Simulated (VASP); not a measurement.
# Mg2O (antifluorite type) (Fm-3m) in VASP: notebook

Runs on Mg2O (antifluorite type). Level: PBE. Tasks: single point.

All numbers are computed with VASP 6.6.1; they aren't measurements. Logs are shortened: lines on timing, memory, paths and dates and some standing lists are left out, and cuts for length are marked.

**1. The cell of the first run**

Symmetry: Fm-3m, No. 225, cubic system. The conventional cell has a = 5.563 Å, b = 5.563 Å, c = 5.563 Å, α = 90.00°, β = 90.00°, γ = 90.00°. Within 3.2 Å of Mg (site symmetry -43m) lie 4 O at 2.41 Å and 6 Mg at 2.78 Å. Within 3.2 Å of O (site symmetry m-3m) lie 8 Mg at 2.41 Å.

**2. Single point, PBE**

INCAR

```
SYSTEM = Mg2O
PREC = Accurate
ENCUT = 520
EDIFF = 1E-7
ISMEAR = -1
SIGMA = 0.06122561905347299
LREAL = .False.
LASPH = .True.
NELM = 60
ALGO = Normal
ISIF = 2
LWAVE = .False.
LCHARG = .False.
GGA = PE
NBANDS = 12
```

KPOINTS

```
regular mesh
0
Gamma
  17 17 17
  0 0 0
```

POSCAR

```
Mg2O
1.0
    0.0000000000      2.7815920611      2.7815920611
    2.7815920611      0.0000000000      2.7815920611
    2.7815920611      2.7815920611      0.0000000000
Mg O
2 1
Direct
    0.2500000000      0.2500000000      0.2500000000
    0.7500000000      0.7500000000      0.7500000000
    0.0000000000      0.0000000000      0.0000000000
```

Potentials or basis: VASP PAW PBE potentials, release 64 (Mg, O).

Launch:

```console
> cat potpaw_PBE.64/Mg/POTCAR potpaw_PBE.64/O/POTCAR > POTCAR
> mpirun -np 1 vasp_std > vasp.out
```

OUTCAR:

```text
SYSTEM = Mg2O
   PREC = Accurate
   ENCUT = 520
   EDIFF = 1E-7
   ISMEAR = -1
   LREAL = .False.
   LASPH = .True.
   NELM = 60
   ISIF = 2
   GGA = PE

 ion  position               nearest neighbor table
   1  0.250  0.250  0.250-   3 2.41   3 2.41   3 2.41   3 2.41   2 2.78   2 2.78   2 2.78   2 2.78
                             2 2.78   2 2.78
   2  0.750  0.750  0.750-   3 2.41   3 2.41   3 2.41   3 2.41   1 2.78   1 2.78   1 2.78   1 2.78
                             1 2.78   1 2.78
   3  0.000  0.000  0.000-   2 2.41   2 2.41   2 2.41   1 2.41   2 2.41   1 2.41   1 2.41   1 2.41

  LATTYP: Found a face centered cubic cell.
 ALAT       =     5.5631841222

  Lattice vectors:

 A1 = (   0.0000000000,   2.7815920611,   2.7815920611)
 A2 = (   2.7815920611,   0.0000000000,   2.7815920611)
 A3 = (   2.7815920611,   2.7815920611,   0.0000000000)

Analysis of symmetry for initial positions (statically):
=====================================================================
 Subroutine PRICEL returns:
 Original cell was already a primitive cell.

 Routine SETGRP: Setting up the symmetry group for a
 face centered cubic supercell.

 Subroutine GETGRP returns: Found 48 space group operations
 (whereof 48 operations were pure point group operations)
 out of a pool of 48 trial point group operations.

The static configuration has the point symmetry O_h .

Analysis of symmetry for dynamics (positions and initial velocities):
=====================================================================
 Subroutine PRICEL returns:
 Original cell was already a primitive cell.

 Routine SETGRP: Setting up the symmetry group for a
 face centered cubic supercell.

 Subroutine GETGRP returns: Found 48 space group operations
 (whereof 48 operations were pure point group operations)
 out of a pool of 48 trial point group operations.

The dynamic configuration has the point symmetry O_h .

 Subroutine INISYM returns: Found 48 space group operations
 (whereof 48 operations are pure point group operations),
 and found     1 'primitive' translations

----------------------------------------------------------------------------------------

                                     Primitive cell

  volume of cell :      43.0438

  direct lattice vectors                    reciprocal lattice vectors
     0.000000000  2.781592061  2.781592061    -0.179753173  0.179753173  0.179753173
     2.781592061  0.000000000  2.781592061     0.179753173 -0.179753173  0.179753173
     2.781592061  2.781592061  0.000000000     0.179753173  0.179753173 -0.179753173

  length of vectors
     3.933765218  3.933765218  3.933765218     0.311341629  0.311341629  0.311341629

  position of ions in fractional coordinates (direct lattice)
     0.250000000  0.250000000  0.250000000
     0.750000000  0.750000000  0.750000000
     0.000000000  0.000000000  0.000000000

  ion indices of the primitive-cell ions
   primitive index   ion index
                 1           1
                 2           2
                 3           3

----------------------------------------------------------------------------------------

 KPOINTS: regular mesh

Automatic generation of k-mesh.
 Grid dimensions read from file:
 generate k-points for:   17   17   17

 Generating k-lattice:

  Cartesian coordinates                     Fractional coordinates (reciprocal lattice)
    -0.010573716  0.010573716  0.010573716     0.058823529  0.000000000  0.000000000
     0.010573716 -0.010573716  0.010573716     0.000000000  0.058823529  0.000000000
     0.010573716  0.010573716 -0.010573716     0.000000000  0.000000000  0.058823529

  Length of vectors
     0.018314213  0.018314213  0.018314213

  Shift w.r.t. Gamma in fractional coordinates (k-lattice)
     0.000000000  0.000000000  0.000000000

 Subroutine IBZKPT returns following result:
 ===========================================

 Found    165 irreducible k-points:

 Following reciprocal coordinates:
            Coordinates               Weight
  0.000000  0.000000  0.000000      1.000000
  0.058824  0.000000  0.000000      8.000000
  0.117647  0.000000  0.000000      8.000000
  0.176471  0.000000  0.000000      8.000000
  0.235294  0.000000  0.000000      8.000000
  0.294118  0.000000  0.000000      8.000000
[... 16 lines left out ...]
 -0.176471  0.058824  0.000000     24.000000
 -0.117647  0.058824  0.000000     24.000000
 [... further k-points ...]
   k-points           NKPTS =    165   k-points in BZ     NKDIM =    165   number of bands    NBANDS=     12
   number of dos      NEDOS =    301   number of ions     NIONS =      3
   total plane-waves  NPLWV =  27000
   dimension x,y,z NGX =    30 NGY =   30 NGZ =   30
   dimension x,y,z NGXF=    60 NGYF=   60 NGZF=   60
   ions per type =               2   1
   NGX,Y,Z   is equivalent  to a cutoff of  12.68, 12.68, 12.68 a.u.
   NGXF,Y,Z  is equivalent  to a cutoff of  25.36, 25.36, 25.36 a.u.
 SYSTEM =  Mg2O
   PREC   = accura    normal or accurate (medium, high low for compatibility)
   ISTART =      0    job   : 0-new  1-cont  2-samecut
   ICHARG =      2    charge: 1-file 2-atom 10-const
   ISPIN  =      1    spin polarized calculation?
   LNONCOLLINEAR =      F non collinear calculations
   LSORBIT =      F    spin-orbit coupling
   LASPH  =      T    aspherical Exc in radial PAW
   ENCUT  =  520.0 eV  38.22 Ry    6.18 a.u.   7.31  7.31  7.31*2*pi/ulx,y,z
   NELM   =     60;   NELMIN=  2; NELMDL= -5     # of ELM steps
   EDIFF  = 0.1E-06   stopping-criterion for ELM
   LREAL  =      F    real-space projection
   EDIFFG = 0.1E-05   stopping-criterion for IOM
   NSW    =      0    number of steps for IOM
   IBRION =     -1    ionic relax: 0-MD 1-quasi-New 2-CG
   NFREE  =      0    steps in history (QN), initial steepest desc. (CG)
   ISIF   =      2    stress and relaxation
   ISYM   =      2    0-nonsym 1-usesym 2-fastsym
   POTIM  = 0.5000    time-step for ionic-motion
   TEBEG  =    0.0;   TEEND  =   0.0 temperature during run
   PSTRESS=    0.0 pullay stress
   NELECT =      10.0000    total number of electrons
   NUPDOWN=      -1.0000    fix difference up-down
   EMIN   =  10.00;   EMAX   =-10.00  energy-range for DOS
   EFERMI =   0.00;   METHOD = LEGACY
   ISMEAR =    -1;   SIGMA  =   0.06  broadening in eV -4-tet -1-fermi 0-gaus
   EFERMI_NEDOS =   21; number of points for ismear=-14 and -15
   IALGO  =     38    algorithm
   IMIX   =      4    mixing-type and parameters
     AMIX     =   0.40;   BMIX     =  1.00
     AMIX_MAG =   1.60;   BMIX_MAG =  1.00
  volume/ion in A,a.u.               =      14.35        96.82
  Fermi-wavevector in a.u.,A,eV,Ry     =   1.006402  1.901824 13.780586  1.012845
  Thomas-Fermi vector in A             =   2.139142
   LORBIT       =      0    0 simple, 1 ext, 2 COOP (PROOUT), +10 PAW based schemes
   GGA     = PE    functional components
   LHFCALC =     F    Hartree Fock is set to
   AEXX    =    0.0000 exact exchange contribution
   IVDW    =     0    specifies the selected vdW correction
   LEPSILON=     F    determine dielectric tensor
   LRPA    =     F    only Hartree local field effects (RPA)
 non-spin polarized calculation
  energy-cutoff  :      520.00
  volume of cell :       43.04
 maximum number of plane-waves:      1185
 NGX is ok and might be reduce to    30
   NGX = 15   NGY = 15   NGZ = 15

 number of electron       9.9999999 magnetization

 number of electron      10.0000000 magnetization

 Free energy of the ion-electron system (eV)
  ---------------------------------------------------
  ext. energy  EPLUGINS =         0.00000000
  ---------------------------------------------------
  free energy    TOTEN  =       -10.27926481 eV

  energy without entropy =      -10.27513472  energy(sigma->0) =      -10.27719977

 E-fermi :   4.9960     XC(G=0):  -9.6596

 val. band max:        4.9049611323   @ k =  -0.3529   0.2941   0.1176
 cond. band min:       5.0651952218   @ k =  -0.4118   0.2353   0.0000
 fundamental gap:      0.1602340895
 Fermi energy:         4.9960300223

 k-point     1 :       0.0000    0.0000    0.0000
  band No.  band energies     occupation
      1     -14.6885      2.00000
      2      -0.1382      2.00000
      3      -0.0641      2.00000
      4      -0.0641      2.00000
      5      -0.0641      2.00000
      6       9.4591      0.00000
      7       9.4591      0.00000
      8       9.4591      0.00000
      9      12.7041      0.00000
     10      12.7041      0.00000
     11      12.7041      0.00000
     12      12.7744      0.00000

 k-point     2 :       0.0588    0.0000    0.0000
  band No.  band energies     occupation
      1     -14.6822      2.00000
      2      -0.5711      2.00000
      3      -0.0704      2.00000
      4      -0.0704      2.00000
      5       0.3973      2.00000
      6       9.2710      0.00000
      7       9.4727      0.00000
      8       9.4727      0.00000
      9      12.1278      0.00000
     10      12.1278      0.00000
     11      12.6535      0.00000
     12      13.4350      0.00000

 k-point     3 :       0.1176    0.0000    0.0000
  band No.  band energies     occupation
      1     -14.6630      2.00000
      2      -1.0006      2.00000
      3      -0.0885      2.00000
      4      -0.0885      2.00000
      5       0.9111      2.00000
      6       8.7872      0.00000
      7       9.4898      0.00000
      8       9.4898      0.00000
      9      11.6625      0.00000
     10      11.6625      0.00000
     11      12.5171      0.00000
     12      14.1632      0.00000
[... 286 lines left out ...]
 k-point    23 :      -0.1765    0.0588    0.0000
  band No.  band energies     occupation
      1     -14.6174      2.00000
      2      -1.5229      2.00000
      3      -0.2054      2.00000
      4      -0.1007      2.00000
      5       1.6965      2.00000
      6       7.9432      0.00000
      7       9.0444      0.00000
      8       9.6157      0.00000
      9      10.8064      0.00000
     10      11.7882      0.00000
     11      12.7264      0.00000
     12      14.8031      0.00000

 k-point    24 :      -0.1176    0.0588    0.0000
  band No.  band energies     occupation
      1     -14.6488      2.00000
      2      -1.1890      2.00000
      3      -0.1583      2.00000
      4      -0.0781      2.00000
      5       1.1975      2.00000
      6       8.5837      0.00000
      7       9.1912      0.00000
      8       9.6555      0.00000
      9      10.9913      0.00000
     10      11.8116      0.00000
     11      12.9512      0.00000
     12      14.0338      0.00000

 [... further k-points ...]

------------------------ aborting loop because EDIFF is reached ----------------------------------------

  FORCE on cell =-STRESS in cart. coord.  units (eV):
  Direction    XX          YY          ZZ          XY          YZ          ZX
  --------------------------------------------------------------------------------------
  -------------------------------------------------------------------------------------
  Total        0.6008506      0.6008506      0.6008506     -0.0000000      0.0000000     -0.0000000
  in kB       22.3648911     22.3648911     22.3648911     -0.0000000      0.0000000     -0.0000000
  external PRESSURE =      22.3648911 kB  Pullay stress =       0.0000000 kB

 VOLUME and BASIS-vectors are now :
 -----------------------------------------------------------------------------
  energy-cutoff  :      520.00
  volume of cell :       43.04
      direct lattice vectors                 reciprocal lattice vectors
     0.000000000  2.781592061  2.781592061    -0.179753173  0.179753173  0.179753173
     2.781592061  0.000000000  2.781592061     0.179753173 -0.179753173  0.179753173
     2.781592061  2.781592061  0.000000000     0.179753173  0.179753173 -0.179753173

 POSITION                                       TOTAL-FORCE (eV/Angst)
 -----------------------------------------------------------------------------------
      1.39080      1.39080      1.39080         0.000000      0.000000      0.000000
      4.17239      4.17239      4.17239        -0.000000     -0.000000     -0.000000
      0.00000      0.00000      0.00000         0.000000     -0.000000      0.000000
 -----------------------------------------------------------------------------------
    total drift:                                0.000000     -0.000000     -0.000000

  FREE ENERGIE OF THE ION-ELECTRON SYSTEM (eV)
  ---------------------------------------------------
  free  energy   TOTEN  =       -10.2792648144 eV

  energy  without entropy=      -10.2751347170  energy(sigma->0) =      -10.27719977
```

It took 34 s on 1 thread of AMD EPYC 9R45 (Zen 5), shared host; peak memory 0.2 GiB.

Results:

- Free energy: -10.2793 eV
- Pressure: 2.2 GPa
- Band gap on the k mesh: 0.16 eV (least direct gap 0.24 eV)

Levels at points of the mesh, in eV from the valence-band top:
| k point | band 1 | band 2 | band 3 | band 4 | band 5 | band 6 | band 7 | band 8 | band 9 | band 10 |
| --- | --- | --- | --- | --- | --- | --- | --- | --- | --- | --- |
| (0.00, 0.00, 0.00) | -19.59 | -5.04 | -4.97 | -4.97 | -4.97 | 4.55 | 4.55 | 4.55 | 7.80 | 7.80 |

Caveat: an odd mesh through Γ misses points on the zone boundary, where band edges can lie.

**3. Single point, PBE**

This run uses another cell than the first one, of 14.65 Å³/atom.

INCAR

```
SYSTEM = Mg2O
ALGO = Normal ; EDIFF = 1E-7
ENCUT = 520 ; GGA = PE
ISIF = 2 ; ISMEAR = -1
LASPH = .True. ; LCHARG = .True.
LELF = .True. ; LREAL = .False.
LVHAR = .True. ; LWAVE = .False.
NBANDS = 12 ; NELM = 80
PREC = Accurate ; SIGMA = 0.06122561905347299
```

KPOINTS

```
k-points
0
Gamma
  17 17 17
  0 0 0
```

POSCAR

```
Mg2O
1.0
    0.0000000000      2.8007760609      2.8007760609
    2.8007760609      0.0000000000      2.8007760609
    2.8007760609      2.8007760609      0.0000000000
Mg O
2 1
Direct
    0.2500000000      0.2500000000      0.2500000000
    0.7500000000      0.7500000000      0.7500000000
    0.0000000000      0.0000000000      0.0000000000
```

Potentials or basis: VASP PAW PBE potentials, release 64 (Mg, O).

Launch:

```console
> cat potpaw_PBE.64/Mg/POTCAR potpaw_PBE.64/O/POTCAR > POTCAR
> mpirun -np 1 vasp_std > vasp.out
```

It took 35 s on 1 thread of AMD EPYC 9R45 (Zen 5), shared host; peak memory 0.2 GiB.

The run converged. Its results:

| Quantity | Value |
| --- | --- |
| Free energy | -10.2885 eV |
| Pressure | 0.9 GPa |
| Band gap on the k mesh | 0.13 eV (least direct gap 0.17 eV) |

Levels at points of the mesh, in eV from the valence-band top:
| k point | band 1 | band 2 | band 3 | band 4 | band 5 | band 6 | band 7 | band 8 | band 9 | band 10 |
| --- | --- | --- | --- | --- | --- | --- | --- | --- | --- | --- |
| (0.00, 0.00, 0.00) | -19.49 | -5.05 | -4.89 | -4.89 | -4.89 | 4.47 | 4.47 | 4.47 | 7.71 | 7.71 |

Caveat: an odd mesh through Γ misses points on the zone boundary, where band edges can lie.
